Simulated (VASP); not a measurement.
# KCdCO3F (P-6m2) in VASP: further runs

Aim: see how the results for KCdCO3F move with the level of theory and the settings. Levels: PBE, LDA. Tasks: single point.

All numbers are computed with VASP 6.6.1; they aren't measurements. Logs are shortened: lines on timing, memory, paths and dates and some standing lists are left out, and cuts for length are marked.

### Step 1. The cell of the first run

The structure is hexagonal, space group P-6m2 (No. 187). Conventional cell: a = 5.042 Å, b = 5.042 Å, c = 4.424 Å, α = 90.00°, β = 90.00°, γ = 120.00°. K (site symmetry -6m2) has 6 O at 2.75 Å and 3 F at 2.91 Å and 6 C at 3.66 Å and 6 Cd at 3.66 Å within 3.7 Å. Cd (site symmetry -6m2) has 2 F at 2.21 Å and 6 O at 2.53 Å and 3 C at 2.91 Å within 3.0 Å. Within 1.7 Å of C (site symmetry -6m2) lie 3 O at 1.28 Å. O (site symmetry mm2) has 1 C at 1.28 Å within 1.7 Å. F (site symmetry -6m2) has 2 Cd at 2.21 Å and 3 K at 2.91 Å within 3.0 Å.

### Step 2. Single point, PBE

File INCAR:

```
ALGO = Normal ; EDIFF = 1E-6
ENCUT = 520 ; GGA = PE
ISIF = 2 ; ISMEAR = -1
LASPH = True ; LCHARG = True
LELF = True ; LREAL = False
LVHAR = True ; LWAVE = False
NBANDS = 34 ; NELM = 60
PREC = Accurate ; SIGMA = 0.02
```

File KPOINTS:

```
k-points
0
Gamma
  6 6 6
```

File POSCAR:

```
KCdCO3F
1.0
    5.0419290554      0.0000000000      0.0000000000
   -2.5209645277      4.3664386461      0.0000000000
    0.0000000000      0.0000000000      4.4240642867
K Cd C O F
1 1 1 3 1
Direct
    0.0000000000      0.0000000000      0.0000000000
    0.6666666667      0.3333333333      0.5000000000
    0.3333333333      0.6666666667      0.5000000000
    0.1864134963      0.3728269925      0.5000000000
    0.1864134963      0.8135865037      0.5000000000
    0.6271730075      0.8135865037      0.5000000000
    0.6666666667      0.3333333333      0.0000000000
```

Potentials or basis: VASP PAW PBE potentials, release 64 (K_sv, Cd, C, O, F).

Started as:

```sh
$ cat potpaw_PBE.64/K_sv/POTCAR potpaw_PBE.64/Cd/POTCAR potpaw_PBE.64/C/POTCAR potpaw_PBE.64/O/POTCAR potpaw_PBE.64/F/POTCAR > POTCAR
$ mpirun -np 1 vasp_std > vasp.out
```

OUTCAR:

```text
EDIFF = 1E-6
   ENCUT = 520
   GGA = PE
   ISIF = 2
   ISMEAR = -1
   LASPH = True
   LREAL = False
   NELM = 60
   PREC = Accurate

 ion  position               nearest neighbor table
   1  0.000  0.000  0.000-   6 2.75   6 2.75   4 2.75   4 2.75   5 2.75   5 2.75   2 3.66   2 3.66
                             2 3.66   2 3.66   2 3.66   2 3.66
   2  0.667  0.333  0.500-   7 2.21   7 2.21   4 2.53   4 2.53   5 2.53   6 2.53   6 2.53   5 2.53
                             3 2.91   3 2.91   3 2.91   1 3.66   1 3.66   1 3.66   1 3.66   1 3.66
   3  0.333  0.667  0.500-   5 1.28   6 1.28   4 1.28   2 2.91   2 2.91   2 2.91
   4  0.186  0.373  0.500-   3 1.28   2 2.53   2 2.53   1 2.75   1 2.75
   5  0.186  0.814  0.500-   3 1.28   2 2.53   2 2.53   1 2.75   1 2.75
   6  0.627  0.814  0.500-   3 1.28   2 2.53   2 2.53   1 2.75   1 2.75
   7  0.667  0.333  0.000-   2 2.21   2 2.21

  LATTYP: Found a hexagonal cell.
 ALAT       =     5.0419290554
 C/A-ratio  =     0.8774546881

  Lattice vectors:

 A1 = (   5.0419290554,   0.0000000000,   0.0000000000)
 A2 = (  -2.5209645277,   4.3664386461,   0.0000000000)
 A3 = (   0.0000000000,   0.0000000000,   4.4240642867)

Analysis of symmetry for initial positions (statically):
=====================================================================
 Subroutine PRICEL returns:
 Original cell was already a primitive cell.

 Routine SETGRP: Setting up the symmetry group for a
 hexagonal supercell.

 Subroutine GETGRP returns: Found 12 space group operations
 (whereof 12 operations were pure point group operations)
 out of a pool of 24 trial point group operations.

The static configuration has the point symmetry D_3h.

Analysis of symmetry for dynamics (positions and initial velocities):
=====================================================================
 Subroutine PRICEL returns:
 Original cell was already a primitive cell.

 Routine SETGRP: Setting up the symmetry group for a
 hexagonal supercell.

 Subroutine GETGRP returns: Found 12 space group operations
 (whereof 12 operations were pure point group operations)
 out of a pool of 24 trial point group operations.

The dynamic configuration has the point symmetry D_3h.

 Subroutine INISYM returns: Found 12 space group operations
 (whereof 12 operations are pure point group operations),
 and found     1 'primitive' translations

----------------------------------------------------------------------------------------

                                     Primitive cell

  volume of cell :      97.3970
[... 99 lines left out ...]
   EDIFF  = 0.1E-05   stopping-criterion for ELM
   LREAL  =      F    real-space projection
   EDIFFG = 0.1E-04   stopping-criterion for IOM
   NSW    =      0    number of steps for IOM
   IBRION =     -1    ionic relax: 0-MD 1-quasi-New 2-CG
   NFREE  =      0    steps in history (QN), initial steepest desc. (CG)
   ISIF   =      2    stress and relaxation
   ISYM   =      2    0-nonsym 1-usesym 2-fastsym
   POTIM  = 0.5000    time-step for ionic-motion
   TEBEG  =    0.0;   TEEND  =   0.0 temperature during run
   PSTRESS=    0.0 pullay stress
   NELECT =      50.0000    total number of electrons
   NUPDOWN=      -1.0000    fix difference up-down
   EMIN   =  10.00;   EMAX   =-10.00  energy-range for DOS
   EFERMI =   0.00;   METHOD = LEGACY
   ISMEAR =    -1;   SIGMA  =   0.02  broadening in eV -4-tet -1-fermi 0-gaus
   EFERMI_NEDOS =   21; number of points for ismear=-14 and -15
   IALGO  =     38    algorithm
   IMIX   =      4    mixing-type and parameters
     AMIX     =   0.40;   BMIX     =  1.00
     AMIX_MAG =   1.60;   BMIX_MAG =  1.00
  volume/ion in A,a.u.               =      13.91        93.90
  Fermi-wavevector in a.u.,A,eV,Ry     =   1.310840  2.477128 23.378908  1.718301
  Thomas-Fermi vector in A             =   2.441343
   LORBIT       =      0    0 simple, 1 ext, 2 COOP (PROOUT), +10 PAW based schemes
   GGA     = PE    functional components
   LHFCALC =     F    Hartree Fock is set to
   AEXX    =    0.0000 exact exchange contribution
   IVDW    =     0    specifies the selected vdW correction
   LEPSILON=     F    determine dielectric tensor
   LRPA    =     F    only Hartree local field effects (RPA)
 non-spin polarized calculation
  energy-cutoff  :      520.00
  volume of cell :       97.40
 maximum number of plane-waves:      2645
 NGX is ok and might be reduce to    40
   NGX = 19   NGY = 19   NGZ = 17

 number of electron      49.9999995 magnetization

 Free energy of the ion-electron system (eV)
  ---------------------------------------------------
  ext. energy  EPLUGINS =         0.00000000
  ---------------------------------------------------
  free energy    TOTEN  =       -39.74826793 eV

  energy without entropy =      -39.74826793  energy(sigma->0) =      -39.74826793

 E-fermi :   0.7426     XC(G=0):  -9.4656

 val. band max:        0.1967492521   @ k =   0.0000   0.0000   0.5000
 cond. band min:       2.1927934769   @ k =   0.0000   0.0000   0.0000
 fundamental gap:      1.9960442248
 Fermi energy:         0.7425745986

 k-point     1 :       0.0000    0.0000    0.0000
  band No.  band energies     occupation
      1     -27.4553      2.00000
      2     -21.8554      2.00000
      3     -21.5593      2.00000
      4     -18.4969      2.00000
      5     -18.4969      2.00000
      6     -11.0191      2.00000
[... 877 lines left out ...]
     33      10.7168      0.00000
     34      11.0660      0.00000

 [... further k-points ...]
[... 5 lines left out ...]
  --------------------------------------------------------------------------------------
  -------------------------------------------------------------------------------------
  Total        3.4467742      3.4467742      2.0857701      0.0000000      0.0000000     -0.0000000
  in kB       56.6993255     56.6993255     34.3108517      0.0000000      0.0000000     -0.0000000
  external PRESSURE =      49.2365009 kB  Pullay stress =       0.0000000 kB

 VOLUME and BASIS-vectors are now :
 -----------------------------------------------------------------------------
  energy-cutoff  :      520.00
  volume of cell :       97.40
      direct lattice vectors                 reciprocal lattice vectors
     5.041929055  0.000000000  0.000000000     0.198336785  0.114509796  0.000000000
    -2.520964528  4.366438646  0.000000000     0.000000000  0.229019593  0.000000000
     0.000000000  0.000000000  4.424064287     0.000000000  0.000000000  0.226036498

 POSITION                                       TOTAL-FORCE (eV/Angst)
 -----------------------------------------------------------------------------------
      0.00000      0.00000      0.00000        -0.000000      0.000000     -0.000000
      2.52096      1.45548      2.21203        -0.000000      0.000000     -0.000000
     -0.00000      2.91096      2.21203        -0.000000      0.000000     -0.000000
      0.00000      1.62793      2.21203        -0.000000     -0.724064      0.000000
     -1.11114      3.55248      2.21203        -0.627058      0.362032     -0.000000
      1.11114      3.55248      2.21203         0.627058      0.362032     -0.000000
      2.52096      1.45548      0.00000        -0.000000      0.000000     -0.000000
 -----------------------------------------------------------------------------------
    total drift:                               -0.000006      0.000003      0.000000

  FREE ENERGIE OF THE ION-ELECTRON SYSTEM (eV)
  ---------------------------------------------------
  free  energy   TOTEN  =       -39.7482679274 eV

  energy  without entropy=      -39.7482679274  energy(sigma->0) =      -39.74826793
```

stdout:

```text
POSCAR found type information on POSCAR K CdC O F
 POSCAR found :  5 types and       7 ions
 scaLAPACK will be used
 LDA part: xc-table for (Slater+PW92), standard interpolation
 POSCAR, INCAR and KPOINTS ok, starting setup
 FFT: planning ... GRIDC
 FFT: planning ... GRID_SOFT
 FFT: planning ... GRID
 WAVECAR not read
 entering main loop
```

It took 62 s on 1 thread of Intel Xeon Platinum 8488C (Sapphire Rapids), shared host; peak memory 0.29 GiB.

Results:

* Free energy: -39.7483 eV
* Pressure: 4.9 GPa
* Largest force: 0.724 eV/Å
* Band gap on the k mesh: 2.00 eV

Forces in eV/Å, atoms in the order of the input:
```
K    0.000  0.000  0.000
Cd   0.000  0.000  0.000
C    0.000  0.000  0.000
O    0.000 -0.724  0.000
O   -0.627  0.362  0.000
O    0.627  0.362  0.000
F    0.000  0.000  0.000
```

Stress tensor (GPa, compression positive):
```
5.67 0.00 0.00
0.00 5.67 0.00
0.00 0.00 3.43
```

Levels at points of the mesh, in eV from the valence-band top:
| k point | band 22 | band 23 | band 24 | band 25 | band 26 | band 27 | band 28 | band 29 |
| --- | --- | --- | --- | --- | --- | --- | --- | --- |
| (0.00, 0.00, 0.00) | -1.77 | -1.51 | -1.51 | 0.00 | 2.00 | 5.91 | 6.36 | 9.06 |
| (0.50, 0.00, 0.00) | -1.98 | -1.48 | -1.45 | -0.11 | 4.27 | 5.95 | 6.17 | 8.69 |
| (0.00, 0.00, 0.50) | -1.93 | -1.42 | -1.42 | 0.00 | 4.29 | 5.20 | 6.42 | 9.32 |
| (0.50, 0.00, 0.50) | -1.75 | -1.38 | -1.29 | -0.11 | 5.79 | 6.06 | 7.07 | 8.01 |

Caveat: the cell stands under pressure.

### Step 3. Single point, LDA

File INCAR:

```
SYSTEM = KCdCO3F
  PREC = Accurate
  ENCUT = 520
  EDIFF = 1E-6
  ISMEAR = 0
  SIGMA = 0.01
  LREAL = .False.
  LASPH = .True.
  NELM = 80
  ALGO = Normal
  ISIF = 2
  LWAVE = .False.
  LCHARG = .True.
  GGA = CA
  LELF = .True.
  LVHAR = .True.
  NBANDS = 34
```

File KPOINTS:

```
regular mesh
0
Gamma
  6 6 6
  0 0 0
```

POSCAR is that of step 2.

Potentials or basis: VASP PAW LDA potentials, release 64 (K_sv, Cd, C, O, F).

Started as:

```sh
$ cat potpaw_LDA.64/K_sv/POTCAR potpaw_LDA.64/Cd/POTCAR potpaw_LDA.64/C/POTCAR potpaw_LDA.64/O/POTCAR potpaw_LDA.64/F/POTCAR > POTCAR
$ mpirun -np 1 vasp_std > vasp.out
```

Wall time 60 s (1 thread of Intel Xeon Platinum 8488C (Sapphire Rapids), shared host); peak memory 0.25 GiB.

The run converged. Its results:

| Item | Value |
| --- | --- |
| Free energy | -44.4116 eV |
| Pressure | -2.9 GPa |
| Largest force | 0.267 eV/Å |
| Band gap on the k mesh | 1.75 eV |

Forces in eV/Å, atoms in the order of the input:
```
K    0.000  0.000  0.000
Cd   0.000  0.000  0.000
C    0.000  0.000  0.000
O    0.000 -0.267  0.000
O   -0.231  0.134  0.000
O    0.231  0.134  0.000
F    0.000  0.000  0.000
```

Stress tensor (GPa, compression positive):
```
-2.58  0.00  0.00
 0.00 -2.58  0.00
 0.00  0.00 -3.45
```

Levels at points of the mesh, in eV from the valence-band top:
| k point | band 21 | band 22 | band 23 | band 24 | band 25 | band 26 | band 27 | band 28 | band 29 | band 30 |
| --- | --- | --- | --- | --- | --- | --- | --- | --- | --- | --- |
| (0.00, 0.00, 0.00) | -1.80 | -1.80 | -1.53 | -1.53 | 0.00 | 1.75 | 5.80 | 6.00 | 8.82 | 8.82 |
| (0.50, 0.00, 0.00) | -3.05 | -2.02 | -1.50 | -1.46 | -0.11 | 4.07 | 5.84 | 5.84 | 8.39 | 9.38 |
| (0.00, 0.00, 0.50) | -1.97 | -1.97 | -1.44 | -1.44 | 0.00 | 4.10 | 5.01 | 6.13 | 9.07 | 9.07 |
| (0.50, 0.00, 0.50) | -2.33 | -1.78 | -1.39 | -1.29 | -0.10 | 5.58 | 5.95 | 6.76 | 7.74 | 8.08 |

A k mesh can miss the band edges. LDA gaps usually lie below the measured ones, often by a third to a half.
